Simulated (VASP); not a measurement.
Wanted: the native input for a VASP 6.6.1 run.

```yaml
Task: single point
Functional: PBE
Potentials_or_basis: VASP PAW PBE potentials, release 64 (H, Si, Cl)
Cutoff: 520 eV
k_mesh: 2 × 2 × 1
Occupations: fermi-dirac, width 0.02 eV
Spin: no spin polarisation
Dipole_correction: no
Further_INCAR_settings: LREAL = Auto; ALGO = Normal; EDIFF = 1e-06; NBANDS = 74
```

The structure of Si10H5Cl lies in POSCAR:

```
Si10H5Cl
1.0
    7.6791800000      0.0000000000      0.0000000000
    0.0000000000      7.6791800000      0.0000000000
    0.0000000000      0.0000000000     20.2543620000
H Si Cl
10 20 2
Direct
    0.4093920184      0.0000000000      0.0493720809
    0.0906079816      0.0000000000      0.0493720809
    0.9093920184      0.0000000000      0.0493720809
    0.5906079816      0.0000000000      0.0493720809
    0.4093920184      0.5000000000      0.0493720809
    0.0906079816      0.5000000000      0.0493720809
    0.9093920184      0.5000000000      0.0493720809
    0.5906079816      0.5000000000      0.0493720809
    0.2312519045      0.4313762667      0.4322558272
    0.7498271951      0.4830825687      0.4257429091
    0.2500000000      0.0000000000      0.0921036170
    0.7500000000      0.0000000000      0.0921036170
    0.2500000000      0.5000000000      0.0921036170
    0.7500000000      0.5000000000      0.0921036170
    0.2484846038      0.2506921312      0.1568136286
    0.7475223917      0.2506430374      0.1573629917
    0.2490970390      0.7510842303      0.1621815093
    0.7485635185      0.7517676366      0.1621554409
   -0.0012967530      0.2560576780      0.2226202929
    0.4958961764      0.2564798585      0.2236725106
   -0.0016216575      0.7553595566      0.2320186634
    0.4982815874      0.7563673465      0.2326641540
   -0.0045592107      0.0173528944      0.2959193679
    0.4925234205      0.0178671421      0.2976822968
   -0.0017379460      0.4959271693      0.2955404865
    0.4979538180      0.4972080352      0.2966935221
    0.2394194432      0.1182410101      0.3562592097
    0.7446964389      0.1004350725      0.3554277839
    0.2465495014      0.4265856511      0.3577634289
    0.7487583310      0.4164701179      0.3562007038
    0.1999877591      0.1117304191      0.4624431518
   -0.2630715780     -0.0056766478      0.4503522254
```

These files were run (other wordings do the same):

INCAR

```
SYSTEM = Si10H5Cl
  PREC = Accurate
  ENCUT = 520
  EDIFF = 1E-6
  ISMEAR = -1
  SIGMA = 0.02
  LREAL = Auto
  LASPH = .TRUE.
  NELM = 100
  ALGO = Normal
  ISIF = 2
  LWAVE = .FALSE.
  LCHARG = .TRUE.
  GGA = PE
  LELF = .TRUE.
  LVHAR = .TRUE.
  NBANDS = 74
```

KPOINTS

```
Automatic mesh
0
G
  2 2 1
  0 0 0
```

Potentials or basis: VASP PAW PBE potentials, release 64 (H, Si, Cl).

Command:

```bash
$ cat potpaw_PBE.64/H/POTCAR potpaw_PBE.64/Si/POTCAR potpaw_PBE.64/Cl/POTCAR > POTCAR
$ mpirun -np 1 vasp_std > vasp.out
```

It gave:

```json
{
  "Largest force": "1.073 eV/Å",
  "Band gap on the k mesh": "1.36 eV, indirect (least direct gap 1.57 eV)"
}
```

Run time: 30 min on 1 thread of Oxide Virtual Turin-like Processor, with other jobs on the host, peak memory 1.1 GiB.
